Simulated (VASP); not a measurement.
# AlN (Fm-3m) in VASP: notebook, part 2 of 2

VASP 6.6.1. Earlier steps stand in the parts before.

**3. Relaxation of cell and atoms, HSE06**

POSCAR reads:

```
AlN
1.0
    0.0000000000      2.0345180000      2.0345180000
    2.0345180000      0.0000000000      2.0345180000
    2.0345180000      2.0345180000      0.0000000000
Al N
1 1
Direct
    0.5000000000      0.5000000000      0.5000000000
    0.0000000000      0.0000000000      0.0000000000
```

INCAR.step1 reads:

```
SYSTEM = AlN
ALGO     = Normal         ! electronic algorithm
EDIFF    = 1E-5           ! SCF threshold, eV
ENCUT    = 600            ! plane-wave cutoff, eV
GGA      = PE             ! functional
ISMEAR   = -1             ! smearing method
LASPH    = .True.         ! aspherical terms in the spheres
LCHARG   = .False.        ! write CHGCAR
LREAL    = .False.        ! projectors in reciprocal space
LWAVE    = .True.         ! write WAVECAR
NBANDS   = 11             ! bands
NELM     = 100            ! most SCF steps
PREC     = Accurate       ! precision mode
SIGMA    = 0.05           ! smearing width, eV
```

INCAR.step2 reads:

```
SYSTEM = AlN
ALGO     = Normal         ! electronic algorithm
EDIFF    = 1E-6           ! SCF threshold, eV
EDIFFG   = -0.01          ! ionic threshold
ENCUT    = 600            ! plane-wave cutoff, eV
GGA      = PE             ! functional
HFSCREEN = 0.2079         ! screening, 1/A
IBRION   = 2              ! ionic algorithm
ISIF     = 3              ! what is computed and relaxed
ISMEAR   = -1             ! smearing method
ISTART   = 1            
LASPH    = .True.         ! aspherical terms in the spheres
LCHARG   = .False.        ! write CHGCAR
LHFCALC  = .True.         ! exact exchange
LREAL    = .False.        ! projectors in reciprocal space
LWAVE    = .False.        ! write WAVECAR
NELM     = 100            ! most SCF steps
NSW      = 60             ! ionic steps
PREC     = Accurate       ! precision mode
PRECFOCK = Normal       
SIGMA    = 0.05           ! smearing width, eV
```

KPOINTS reads:

```
k-points
0
Gamma
  6 6 6
  0 0 0
```

Potentials or basis: VASP PAW PBE potentials, release 64 (Al, N).

The run is started by

```
$ cat potpaw_PBE.64/Al/POTCAR potpaw_PBE.64/N/POTCAR > POTCAR
$ cp INCAR.step1 INCAR
$ mpirun -np 1 vasp_std > vasp.out
$ cp INCAR.step2 INCAR
$ mpirun -np 1 vasp_std > vasp.out
```

OUTCAR:

```text
SYSTEM = AlN
   EDIFF = 1E-6
   EDIFFG = -0.01
   ENCUT = 600
   GGA = PE
   HFSCREEN = 0.2079
   IBRION = 2
   ISIF = 3
   ISMEAR = -1
   ISTART = 1
   LASPH = .True.
   LHFCALC = .True.
   LREAL = .False.
   NELM = 100
   NSW = 60
   PREC = Accurate
   PRECFOCK = Normal

 ion  position               nearest neighbor table
   1  0.500  0.500  0.500-   2 2.03   2 2.03   2 2.03   2 2.03   2 2.03   2 2.03
   2  0.000  0.000  0.000-   1 2.03   1 2.03   1 2.03   1 2.03   1 2.03   1 2.03

  LATTYP: Found a face centered cubic cell.
 ALAT       =     4.0690360000

  Lattice vectors:

 A1 = (   0.0000000000,   2.0345180000,   2.0345180000)
 A2 = (   2.0345180000,   0.0000000000,   2.0345180000)
 A3 = (   2.0345180000,   2.0345180000,   0.0000000000)

Analysis of symmetry for initial positions (statically):
=====================================================================
 Subroutine PRICEL returns:
 Original cell was already a primitive cell.

 Routine SETGRP: Setting up the symmetry group for a
 face centered cubic supercell.

 Subroutine GETGRP returns: Found 48 space group operations
 (whereof 48 operations were pure point group operations)
 out of a pool of 48 trial point group operations.

[... 143 lines left out ...]
   LRPA    =     F    only Hartree local field effects (RPA)
 conjugate gradient relaxation of ions
 non-spin polarized calculation
  energy-cutoff  :      600.00
  volume of cell :       16.84
 maximum number of plane-waves:       588
  NGX = 18; NGY = 18; NGZ = 18

--------------------------------------- Ionic step        1  -------------------------------------------

 number of electron       7.9999999 magnetization

 Free energy of the ion-electron system (eV)
  ---------------------------------------------------
  ext. energy  EPLUGINS =         0.00000000
  ---------------------------------------------------
  free energy    TOTEN  =       -17.11956257 eV

  energy without entropy =      -17.11956257  energy(sigma->0) =      -17.11956257

 E-fermi :   9.9093     XC(G=0):  -9.9876

 val. band max:        8.8692170222   @ k =   0.0000   0.0000   0.0000
 cond. band min:      14.6395042332   @ k =   0.5000   0.5000   0.0000
 fundamental gap:      5.7702872110
 Fermi energy:         9.9092712541

 k-point     1 :       0.0000    0.0000    0.0000
  band No.  band energies     occupation
      1     -10.1735      2.00000
      2       8.8692      2.00000
      3       8.8692      2.00000
      4       8.8692      2.00000
      5      15.7707      0.00000
      6      22.5967      0.00000
      7      22.5967      0.00000
      8      22.5967      0.00000
[... 234 lines left out ...]
--------------------------------------- Ionic step        3  -------------------------------------------

 number of electron       7.9999999 magnetization

 Free energy of the ion-electron system (eV)
  ---------------------------------------------------
  ext. energy  EPLUGINS =         0.00000000
  ---------------------------------------------------
  free energy    TOTEN  =       -17.13103082 eV

  energy without entropy =      -17.13103082  energy(sigma->0) =      -17.13103082

 E-fermi :  10.2465     XC(G=0): -10.0897

 val. band max:        9.2257724797   @ k =   0.0000   0.0000   0.0000
 cond. band min:      15.2933606076   @ k =   0.5000   0.5000   0.0000
 fundamental gap:      6.0675881279
 Fermi energy:        10.2464740604

 k-point     1 :       0.0000    0.0000    0.0000
  band No.  band energies     occupation
      1     -10.0839      2.00000
      2       9.2258      2.00000
      3       9.2258      2.00000
      4       9.2258      2.00000
      5      16.5725      0.00000
      6      23.0636      0.00000
      7      23.0636      0.00000
      8      23.0636      0.00000
[... 192 lines left out ...]
  FREE ENERGIE OF THE ION-ELECTRON SYSTEM (eV)
  ---------------------------------------------------
  free  energy   TOTEN  =       -17.1310308240 eV

  energy  without entropy=      -17.1310308240  energy(sigma->0) =      -17.13103082

 reached required accuracy - stopping structural energy minimisation
```

OSZICAR.step1:

```text
N       E                     dE             d eps       ncg     rms          rms(c)
DAV:   1     0.668460180688E+01    0.66846E+01   -0.46266E+03   360   0.764E+02
DAV:   2    -0.154036215463E+02   -0.22088E+02   -0.20064E+02   439   0.130E+02
DAV:   3    -0.162716006248E+02   -0.86798E+00   -0.86399E+00   432   0.214E+01
DAV:   4    -0.162749558926E+02   -0.33553E-02   -0.33550E-02   406   0.142E+00
DAV:   5    -0.162749777841E+02   -0.21891E-04   -0.21891E-04   409   0.129E-01    0.752E+00
DAV:   6    -0.145608087502E+02    0.17142E+01   -0.75986E+00   408   0.152E+01    0.263E+00
DAV:   7    -0.145482799355E+02    0.12529E-01   -0.17731E-01   376   0.311E+00    0.174E+00
DAV:   8    -0.145427736501E+02    0.55063E-02   -0.16658E-02   373   0.122E+00    0.329E-01
DAV:   9    -0.145424062264E+02    0.36742E-03   -0.15807E-03   421   0.248E-01    0.149E-01
DAV:  10    -0.145424709141E+02   -0.64688E-04   -0.15941E-04   388   0.914E-02    0.432E-02
DAV:  11    -0.145424638265E+02    0.70877E-05   -0.22493E-05   247   0.280E-02
   1 F= -.14542464E+02 E0= -.14542464E+02  d E =-.845881E-10
```

Run time: 16 min. Hardware: 1 thread of Oxide Virtual Turin-like, shared host; peak memory 0.21 GiB.

Results:

| Item | Value |
| --- | --- |
| Free energy | -17.1310 eV |
| Relaxed volume | 8.19 Å³/atom |
| Relaxed cell | a = 2.850 Å, b = 2.850 Å, c = 2.850 Å, α = 60.00°, β = 60.00°, γ = 60.00° |
| Space group after relaxing (to 0.05 Å) | Fm-3m (No. 225) |
| Energy gained by relaxing | 5.7 meV/atom |
| Ionic steps | 3 |
| Pressure after relaxing | 0.0 GPa |
| Band gap on the k mesh | 6.07 eV, indirect (least direct gap 7.35 eV) |

The path:
| step | energy change (eV) | largest force (eV/Å) | pressure (GPa) | volume (Å³) |
| --- | --- | --- | --- | --- |
| 1 | 0.0000 | 0.0000 | -7.58 | 16.84 |
| 2 | 0.0014 | 0.0000 | 8.83 | 15.89 |
| 3 | -0.0115 | 0.0000 | -0.03 | 16.37 |

Final structure:
```
Al N
1.0
     0.00000    2.01536    2.01536
     2.01536    0.00000    2.01536
     2.01536    2.01536    0.00000
Al N
1 1
Cartesian
  2.0154 2.0154 2.0154
  0.0000 0.0000 0.0000
```

Caveat: the k points lie up to 0.45 Å⁻¹ apart in the final cell; the PAW data sets were made with another functional, which shifts forces and pressure a little. A k mesh can miss the band edges.
